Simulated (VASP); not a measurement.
The system is P.

```
P
1.0
     1.65820   -5.24200    0.00000
     1.65820    5.24200    0.00000
     0.00000    0.00000    4.37930
P
4
Direct
  0.89838 0.10162 0.08068
  0.60162 0.39838 0.58068
  0.10162 0.89838 0.91932
  0.39838 0.60162 0.41932
```

Base run:

```yaml
Program: VASP 6.6.1
Functional: r2SCAN
Potentials_or_basis: VASP PAW PBE potentials, release 64 (P)
Cutoff: 520 eV
k_mesh: 10 × 10 × 8
Occupations: gaussian, width 0.03 eV
Spin: no spin polarisation
```

Its results: band gap on the k mesh 0.15 eV; pressure 0.3 GPa; largest force 0.297 eV/Å.

Question: The run is repeated on the same cell with these changes: functional from r2SCAN to PBE. What comes out?

Answer: Band gap on the k mesh 0.04 eV (least direct gap 0.15 eV); pressure 1.8 GPa; largest force 0.057 eV/Å.

Caveats: semilocal functionals underestimate gaps, and a narrow one can read as zero; the PAW data sets were made with another functional, which shifts forces and pressure a little (at least some runs).

A k mesh can miss the band edges.
